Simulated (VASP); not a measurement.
# As (R-3m) in VASP: single point with LDA

Aim: the single point of As with LDA.

Everything below comes from runs of VASP 6.6.1. Logs are shortened: lines on timing, memory, paths and dates and some standing lists are left out, and cuts for length are marked.

### Step 1. The cell of the first run

Symmetry: R-3m, No. 166, trigonal system. Conventional cell: a = 3.759 Å, b = 3.759 Å, c = 9.984 Å, α = 90.00°, β = 90.00°, γ = 120.00°. Within 3.3 Å of As (site symmetry 3m) lie 6 As at 2.52 to 2.99 Å.

### Step 2. Single point, LDA

INCAR

```
  PREC = Accurate
  ENCUT = 510
  EDIFF = 1E-6
  ISMEAR = 0
  SIGMA = 0.05
  LREAL = False
  LASPH = True
  NELM = 120
  ALGO = Normal
  ISIF = 2
  LWAVE = False
  LCHARG = True
  LELF = True
  LVHAR = True
  NBANDS = 22
  GGA_COMPAT = False
```

KPOINTS

```
regular mesh
0
Gamma
  14 14 14
```

POSCAR

```
As
1.0
    1.8797242401      1.0852592960      3.3279469364
   -1.8797242401      1.0852592960      3.3279469364
    0.0000000000     -2.1705185921      3.3279469364
As
2
Direct
    0.2306122151      0.2306122151      0.2306122151
    0.7693877849      0.7693877849      0.7693877849
```

Potentials or basis: VASP PAW LDA potentials, release 64 (As_d).

The run is started by

```
> cat potpaw_LDA.64/As_d/POTCAR > POTCAR
> mpirun -np 1 vasp_std > vasp.out
```

OUTCAR:

```text
PREC = Accurate
   ENCUT = 510
   EDIFF = 1E-6
   ISMEAR = 0
   LREAL = False
   LASPH = True
   NELM = 120
   ISIF = 2

 ion  position               nearest neighbor table
   1  0.231  0.231  0.231-   2 2.52   2 2.52   2 2.52
   2  0.769  0.769  0.769-   1 2.52   1 2.52   1 2.52

  LATTYP: Found a trigonal (rhomboedric) cell.
 ALAT       =     3.9732079948
 COS(alpha) =     0.5523530002

  Lattice vectors:

 A1 = (   1.8797242401,   1.0852592960,   3.3279469364)
 A2 = (  -1.8797242401,   1.0852592960,   3.3279469364)
 A3 = (   0.0000000000,  -2.1705185921,   3.3279469364)

Analysis of symmetry for initial positions (statically):
=====================================================================
 Subroutine PRICEL returns:
 Original cell was already a primitive cell.

 Routine SETGRP: Setting up the symmetry group for a
 trigonal (rhombohedral) supercell.

 Subroutine GETGRP returns: Found 12 space group operations
 (whereof 12 operations were pure point group operations)
 out of a pool of 12 trial point group operations.

The static configuration has the point symmetry D_3d.

Analysis of symmetry for dynamics (positions and initial velocities):
=====================================================================
 Subroutine PRICEL returns:
 Original cell was already a primitive cell.

 Routine SETGRP: Setting up the symmetry group for a
 trigonal (rhombohedral) supercell.

 Subroutine GETGRP returns: Found 12 space group operations
 (whereof 12 operations were pure point group operations)
 out of a pool of 12 trial point group operations.

The dynamic configuration has the point symmetry D_3d.

 Subroutine INISYM returns: Found 12 space group operations
 (whereof 12 operations are pure point group operations),
 and found     1 'primitive' translations

----------------------------------------------------------------------------------------

                                     Primitive cell

  volume of cell :      40.7338

  direct lattice vectors                    reciprocal lattice vectors
     1.879724240  1.085259296  3.327946936     0.265996463  0.153573130  0.100161853
    -1.879724240  1.085259296  3.327946936    -0.265996463  0.153573130  0.100161853
     0.000000000 -2.170518592  3.327946936     0.000000000 -0.307146259  0.100161853

  length of vectors
     3.973207995  3.973207995  3.973207995     0.323065352  0.323065352  0.323065352

  position of ions in fractional coordinates (direct lattice)
     0.230612215  0.230612215  0.230612215
     0.769387785  0.769387785  0.769387785

  ion indices of the primitive-cell ions
   primitive index   ion index
                 1           1
                 2           2

----------------------------------------------------------------------------------------

 KPOINTS: regular mesh

Automatic generation of k-mesh.
 Grid dimensions read from file:
 generate k-points for:   14   14   14

 Generating k-lattice:

  Cartesian coordinates                     Fractional coordinates (reciprocal lattice)
     0.018999747  0.010969509  0.007154418     0.071428571  0.000000000  0.000000000
    -0.018999747  0.010969509  0.007154418     0.000000000  0.071428571  0.000000000
     0.000000000 -0.021939019  0.007154418    -0.000000000 -0.000000000  0.071428571

  Length of vectors
     0.023076097  0.023076097  0.023076097

  Shift w.r.t. Gamma in fractional coordinates (k-lattice)
     0.000000000  0.000000000  0.000000000

 Subroutine IBZKPT returns following result:
 ===========================================

 Found    288 irreducible k-points:

 Following reciprocal coordinates:
            Coordinates               Weight
  0.000000  0.000000  0.000000      1.000000
  0.071429 -0.000000  0.000000      6.000000
  0.142857  0.000000 -0.000000      6.000000
  0.214286 -0.000000  0.000000      6.000000
  0.285714 -0.000000 -0.000000      6.000000
  0.357143  0.000000 -0.000000      6.000000
[... 16 lines left out ...]
  0.214286  0.142857 -0.000000     12.000000
  0.285714  0.142857 -0.000000     12.000000
 [... further k-points ...]
   k-points           NKPTS =    288   k-points in BZ     NKDIM =    288   number of bands    NBANDS=     22
   number of dos      NEDOS =    301   number of ions     NIONS =      2
   total plane-waves  NPLWV =  27000
   dimension x,y,z NGX =    30 NGY =   30 NGZ =   30
   dimension x,y,z NGXF=    60 NGYF=   60 NGZF=   60
   ions per type =               2
   NGX,Y,Z   is equivalent  to a cutoff of  12.55, 12.55, 12.55 a.u.
   NGXF,Y,Z  is equivalent  to a cutoff of  25.11, 25.11, 25.11 a.u.
 SYSTEM =  unknown system
   PREC   = accura    normal or accurate (medium, high low for compatibility)
   ISTART =      0    job   : 0-new  1-cont  2-samecut
   ICHARG =      2    charge: 1-file 2-atom 10-const
   ISPIN  =      1    spin polarized calculation?
   LNONCOLLINEAR =      F non collinear calculations
   LSORBIT =      F    spin-orbit coupling
   LASPH  =      T    aspherical Exc in radial PAW
   ENCUT  =  510.0 eV  37.48 Ry    6.12 a.u.   7.32  7.32  7.32*2*pi/ulx,y,z
   NELM   =    120;   NELMIN=  2; NELMDL= -5     # of ELM steps
   EDIFF  = 0.1E-05   stopping-criterion for ELM
   LREAL  =      F    real-space projection
   EDIFFG = 0.1E-04   stopping-criterion for IOM
   NSW    =      0    number of steps for IOM
   IBRION =     -1    ionic relax: 0-MD 1-quasi-New 2-CG
   NFREE  =      0    steps in history (QN), initial steepest desc. (CG)
   ISIF   =      2    stress and relaxation
   ISYM   =      2    0-nonsym 1-usesym 2-fastsym
   POTIM  = 0.5000    time-step for ionic-motion
   TEBEG  =    0.0;   TEEND  =   0.0 temperature during run
   PSTRESS=    0.0 pullay stress
   NELECT =      30.0000    total number of electrons
   NUPDOWN=      -1.0000    fix difference up-down
   EMIN   =  10.00;   EMAX   =-10.00  energy-range for DOS
   EFERMI =   0.00;   METHOD = LEGACY
   ISMEAR =     0;   SIGMA  =   0.05  broadening in eV -4-tet -1-fermi 0-gaus
   EFERMI_NEDOS =   21; number of points for ismear=-14 and -15
   IALGO  =     38    algorithm
   IMIX   =      4    mixing-type and parameters
     AMIX     =   0.40;   BMIX     =  1.00
     AMIX_MAG =   1.60;   BMIX_MAG =  1.00
  volume/ion in A,a.u.               =      20.37       137.44
  Fermi-wavevector in a.u.,A,eV,Ry     =   1.478417  2.793802 29.738465  2.185715
  Thomas-Fermi vector in A             =   2.592700
   LORBIT       =      0    0 simple, 1 ext, 2 COOP (PROOUT), +10 PAW based schemes
   GGA     = CA    functional components
   LHFCALC =     F    Hartree Fock is set to
   AEXX    =    0.0000 exact exchange contribution
   IVDW    =     0    specifies the selected vdW correction
   LEPSILON=     F    determine dielectric tensor
   LRPA    =     F    only Hartree local field effects (RPA)
 non-spin polarized calculation
 Gauss-broadening in eV      SIGMA  =   0.05
  energy-cutoff  :      510.00
  volume of cell :       40.73
 maximum number of plane-waves:      1080
 NGX is ok and might be reduce to    30
   NGX = 15   NGY = 15   NGZ = 15

 number of electron      30.0000010 magnetization

 Free energy of the ion-electron system (eV)
  ---------------------------------------------------
  ext. energy  EPLUGINS =         0.00000000
  ---------------------------------------------------
  free energy    TOTEN  =       -10.78030057 eV

  energy without entropy =      -10.78018978  energy(sigma->0) =      -10.78024517

 E-fermi :   4.3030     XC(G=0): -11.2925

 val. band max:        4.1842059694   @ k =   0.4286   0.0714   0.0714
 cond. band min:       4.3238341406   @ k =  -0.4286   0.5000   0.4286
 fundamental gap:      0.1396281712
 Fermi energy:         4.3030425042

 k-point     1 :       0.0000    0.0000    0.0000
  band No.  band energies     occupation
      1     -32.2069      2.00000
      2     -32.2069      2.00000
      3     -32.1576      2.00000
      4     -32.1576      2.00000
      5     -32.1307      2.00000
      6     -32.0872      2.00000
[... 14 lines left out ...]
     21      11.1303      0.00000
     22      12.9175      0.00000

 k-point     2 :       0.0714   -0.0000    0.0000
  band No.  band energies     occupation
      1     -32.2059      2.00000
      2     -32.2052      2.00000
      3     -32.1570      2.00000
      4     -32.1565      2.00000
      5     -32.1301      2.00000
      6     -32.0880      2.00000
[... 14 lines left out ...]
     21      10.8195      0.00000
     22      13.4267      0.00000

 k-point     3 :       0.1429    0.0000   -0.0000
  band No.  band energies     occupation
      1     -32.2032      2.00000
      2     -32.2003      2.00000
      3     -32.1552      2.00000
      4     -32.1532      2.00000
      5     -32.1284      2.00000
      6     -32.0903      2.00000
[... 14 lines left out ...]
     21      10.8236      0.00000
     22      14.6054      0.00000

 k-point     4 :       0.2143   -0.0000    0.0000
  band No.  band energies     occupation
      1     -32.1990      2.00000
      2     -32.1926      2.00000
      3     -32.1525      2.00000
      4     -32.1481      2.00000
      5     -32.1256      2.00000
      6     -32.0940      2.00000
[... 14 lines left out ...]
     21      11.4075      0.00000
     22      16.1222      0.00000

 k-point     5 :       0.2857   -0.0000   -0.0000
  band No.  band energies     occupation
      1     -32.1940      2.00000
      2     -32.1826      2.00000
      3     -32.1494      2.00000
      4     -32.1416      2.00000
      5     -32.1220      2.00000
      6     -32.0988      2.00000
[... 417 lines left out ...]
 k-point    22 :       0.1429    0.1429   -0.0000
  band No.  band energies     occupation
      1     -32.2063      2.00000
      2     -32.1953      2.00000
      3     -32.1559      2.00000
      4     -32.1519      2.00000
      5     -32.1277      2.00000
      6     -32.0916      2.00000
[... 14 lines left out ...]
     21      11.6577      0.00000
     22      13.4933      0.00000

 k-point    23 :       0.2143    0.1429   -0.0000
  band No.  band energies     occupation
      1     -32.2048      2.00000
      2     -32.1892      2.00000
      3     -32.1544      2.00000
      4     -32.1488      2.00000
      5     -32.1258      2.00000
      6     -32.0945      2.00000
[... 14 lines left out ...]
     21      12.2823      0.00000
     22      13.9793      0.00000

 k-point    24 :       0.2857    0.1429   -0.0000
  band No.  band energies     occupation
      1     -32.2013      2.00000
      2     -32.1816      2.00000
      3     -32.1513      2.00000
      4     -32.1449      2.00000
      5     -32.1229      2.00000
      6     -32.0989      2.00000
[... 14 lines left out ...]
     21      12.9834      0.00000
     22      15.1297      0.00000

 [... further k-points ...]

------------------------ aborting loop because EDIFF is reached ----------------------------------------

  FORCE on cell =-STRESS in cart. coord.  units (eV):
  Direction    XX          YY          ZZ          XY          YZ          ZX
  --------------------------------------------------------------------------------------
  -------------------------------------------------------------------------------------
  Total        0.0881846      0.0881846      0.0620843      0.0000000     -0.0000000      0.0000000
  in kB        3.4685490      3.4685490      2.4419522      0.0000000     -0.0000000      0.0000000
  external PRESSURE =       3.1263501 kB  Pullay stress =       0.0000000 kB

 VOLUME and BASIS-vectors are now :
 -----------------------------------------------------------------------------
  energy-cutoff  :      510.00
  volume of cell :       40.73
      direct lattice vectors                 reciprocal lattice vectors
     1.879724240  1.085259296  3.327946936     0.265996463  0.153573130  0.100161853
    -1.879724240  1.085259296  3.327946936    -0.265996463  0.153573130  0.100161853
     0.000000000 -2.170518592  3.327946936     0.000000000 -0.307146259  0.100161853

 POSITION                                       TOTAL-FORCE (eV/Angst)
 -----------------------------------------------------------------------------------
      0.00000     -0.00000      2.30240         0.000000     -0.000000      0.026496
      0.00000     -0.00000      7.68145         0.000000      0.000000     -0.026496
 -----------------------------------------------------------------------------------
    total drift:                                0.000000     -0.000000      0.000000

  FREE ENERGIE OF THE ION-ELECTRON SYSTEM (eV)
  ---------------------------------------------------
  free  energy   TOTEN  =       -10.7803005681 eV

  energy  without entropy=      -10.7801897787  energy(sigma->0) =      -10.78024517
```

Run time: 1.9 min. Hardware: 1 thread of Intel Xeon Platinum 8488C (Sapphire Rapids), shared host; peak memory 0.29 GiB.

What came out:

| Property | Result |
| --- | --- |
| Free energy | -10.7803 eV |
| Pressure | 0.3 GPa |
| Largest force | 0.026 eV/Å |
| Band gap on the k mesh | zero (bands 15 and 16 overlap by 0.44 eV) |

Forces on the atoms (eV/Å):
```
As   0.000  0.000  0.026
As   0.000  0.000 -0.026
```

Stress tensor (GPa, compression positive):
```
0.35 0.00 0.00
0.00 0.35 0.00
0.00 0.00 0.24
```

The gap in the log of VASP goes by the Fermi energy; the results here count the filled bands.